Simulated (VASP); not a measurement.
# HfC (rocksalt type) (Fm-3m) in VASP: a series of runs, part 2 of 2

VASP 6.6.1. Earlier steps stand in the parts before.

### Step 4. Relaxation of cell and atoms, PBE, target pressure 94 GPa, at which the enthalpy is minimised

This run uses another cell than the first one, of 9.82 Å³/atom.

File INCAR:

```
SYSTEM = HfC
ALGO = Normal
EDIFF = 1E-6
EDIFFG = -0.005
ENCUT = 600
GGA = PE
IBRION = 2
ISIF = 3
ISMEAR = -1
LASPH = .True.
LCHARG = .False.
LREAL = .False.
LWAVE = .False.
NELM = 80
NSW = 32
PREC = Accurate
PSTRESS = 940.0
SIGMA = 0.1
```

File KPOINTS:

```
k-points
0
Gamma
  17 17 17
  0 0 0
```

File POSCAR:

```
HfC
1.0
    0.0000000000      2.1412155697      2.1412155697
    2.1412155697      0.0000000000      2.1412155697
    2.1412155697      2.1412155697      0.0000000000
Hf C
1 1
Direct
    0.0000000000      0.0000000000      0.0000000000
    0.5000000000      0.5000000000      0.5000000000
```

Potentials or basis: VASP PAW PBE potentials, release 64 (Hf_pv, C).

On the command line:

```console
$ cat potpaw_PBE.64/Hf_pv/POTCAR potpaw_PBE.64/C/POTCAR > POTCAR
$ mpirun -np 1 vasp_std > vasp.out
```

OUTCAR:

```text
SYSTEM = HfC
   EDIFF = 1E-6
   EDIFFG = -0.005
   ENCUT = 600
   GGA = PE
   IBRION = 2
   ISIF = 3
   ISMEAR = -1
   LASPH = .True.
   LREAL = .False.
   NELM = 80
   NSW = 32
   PREC = Accurate
   PSTRESS = 940.0

 ion  position               nearest neighbor table
   1  0.000  0.000  0.000-   2 2.14   2 2.14   2 2.14   2 2.14   2 2.14   2 2.14
   2  0.500  0.500  0.500-   1 2.14   1 2.14   1 2.14   1 2.14   1 2.14   1 2.14

  LATTYP: Found a face centered cubic cell.
 ALAT       =     4.2824311394

  Lattice vectors:

 A1 = (   0.0000000000,   2.1412155697,   2.1412155697)
 A2 = (   2.1412155697,   0.0000000000,   2.1412155697)
 A3 = (   2.1412155697,   2.1412155697,   0.0000000000)

Analysis of symmetry for initial positions (statically):
=====================================================================
 Subroutine PRICEL returns:
[... 266 lines left out ...]
      1     -20.3900      2.00000
      2     -20.3900      2.00000
      3     -20.3900      2.00000
      4      -5.5224      2.00000
      5       9.1308      0.00003
      6       9.1308      0.00003
      7       9.1308      0.00003
      8       9.3686      0.00000
      9       9.3686      0.00000
     10       9.3686      0.00000
     11      12.1439      0.00000
[... 309 lines left out ...]
 k-point    24 :      -0.1176    0.0588    0.0000
  band No.  band energies     occupation
      1     -20.7354      2.00000
      2     -20.4648      2.00000
      3     -20.3992      2.00000
      4      -4.7262      2.00000
      5       6.5126      2.00000
      6       6.8952      1.99998
      7       7.2328      1.99932
      8       9.8909      0.00000
      9      10.7299      0.00000
     10      11.0945      0.00000
     11      13.8514      0.00000

 [... further k-points ...]

------------------------ aborting loop because EDIFF is reached ----------------------------------------

  FORCE on cell =-STRESS in cart. coord.  units (eV):
  Direction    XX          YY          ZZ          XY          YZ          ZX
  --------------------------------------------------------------------------------------
  -------------------------------------------------------------------------------------
  Total       11.5534679     11.5534679     11.5534679     -0.0000000     -0.0000000      0.0000000
  in kB      940.1551242    940.1551242    940.1551242     -0.0000000     -0.0000000      0.0000000
  external PRESSURE =       0.1551242 kB  Pullay stress =     940.0000000 kB
[... 21 lines left out ...]
  energy  without entropy=      -19.7444454836  energy(sigma->0) =      -19.74860716

  enthalpy is  TOTEN    =        -8.2012072529 eV   P V=       11.5515615866

 reached required accuracy - stopping structural energy minimisation
```

CONTCAR:

```text
HfC
   1.00000000000000
     0.0000000000000000    2.1432087663831951    2.1432087663831951
     2.1432087663831951    0.0000000000000000    2.1432087663831951
     2.1432087663831951    2.1432087663831951    0.0000000000000000
  Hf              C
     1     1
Direct
     0.0000000000000000    0.0000000000000000    0.0000000000000000
     0.5000000000000000    0.5000000000000000    0.5000000000000000

  0.00000000E+00  0.00000000E+00  0.00000000E+00
  0.00000000E+00  0.00000000E+00  0.00000000E+00
```

Run time: 43 s. Hardware: 1 thread of Intel Xeon Platinum 8488C (Sapphire Rapids), shared host; peak memory 0.19 GiB.

Results:

* Free energy: -19.7528 eV
* Relaxed volume: 9.84 Å³/atom
* Relaxed cell: a = 3.031 Å, b = 3.031 Å, c = 3.031 Å, α = 60.00°, β = 60.00°, γ = 60.00°
* Space group after relaxing (to 0.1 Å): Fm-3m (No. 225)
* Energy change on relaxing (the run minimises the enthalpy): -16.2 meV/atom
* Ionic steps: 3
* Pressure after relaxing: 94.0 GPa
* Band gap on the k mesh: zero (bands 7 and 8 overlap by 1.57 eV)

The path:
```
step  energy change (eV)  largest force (eV/Å)  pressure (GPa)  volume (Å³)
   1              0.0000                0.0000           95.61        19.63
   2             -0.1605                0.0000           87.56        19.91
   3             -0.0325                0.0000           94.02        19.69
```

Final structure:
```cif
data_structure
_symmetry_space_group_name_H-M 'P 1'
_symmetry_Int_Tables_number 1
_cell_length_a 3.0310
_cell_length_b 3.0310
_cell_length_c 3.0310
_cell_angle_alpha 60.000
_cell_angle_beta 60.000
_cell_angle_gamma 60.000
_cell_volume 19.69
loop_
_atom_site_label
_atom_site_type_symbol
_atom_site_fract_x
_atom_site_fract_y
_atom_site_fract_z
_atom_site_occupancy
Hf1 Hf 0.00000 0.00000 0.00000 1
C1 C 0.50000 0.50000 0.50000 1
```

Levels at points of the mesh, in eV from the Fermi level:
```tsv
k point	band 4	band 5	band 6	band 7	band 8	band 9	band 10	band 11
(0.00, 0.00, 0.00)	-13.55	1.10	1.10	1.10	1.34	1.34	1.34	4.11
```

Caveat: the cell is relaxed towards a set pressure, so the run minimises the enthalpy, not the energy; spin-orbit coupling is left out, which moves the levels of the heavy elements.

### Step 5. Summary

| cell | k mesh | gap on the mesh (eV) | pressure (GPa) |
| --- | --- | --- | --- |
| relaxed from a = 3.053 Å, angles 60.0°, 2 atoms | 16 × 16 × 16 | none | 0.0 |
| relaxed to 94 GPa from a = 3.027 Å, angles 60.0°, 2 atoms | 17 × 17 × 17 | none | 94.0 |
| relaxed to 94 GPa from a = 3.028 Å, angles 60.0°, 2 atoms | 17 × 17 × 17 | none | 94.0 |

Alike in all rows: task relaxation of cell and atoms; level PBE; potentials or basis VASP PAW PBE potentials, release 64 (Hf_pv, C); no spin polarisation; cutoff (eV) 600; smearing fermi-dirac 0.1 eV.

Caveats: spin-orbit coupling is left out, which moves the levels of the heavy elements; the cell is relaxed towards a set pressure, so the run minimises the enthalpy, not the energy (at least some runs); the volume moved by over 15 % at a fixed basis, so the end points are rough (at least some runs).

Total energies depend on the potentials used, so only differences within one code and one set of settings carry meaning.
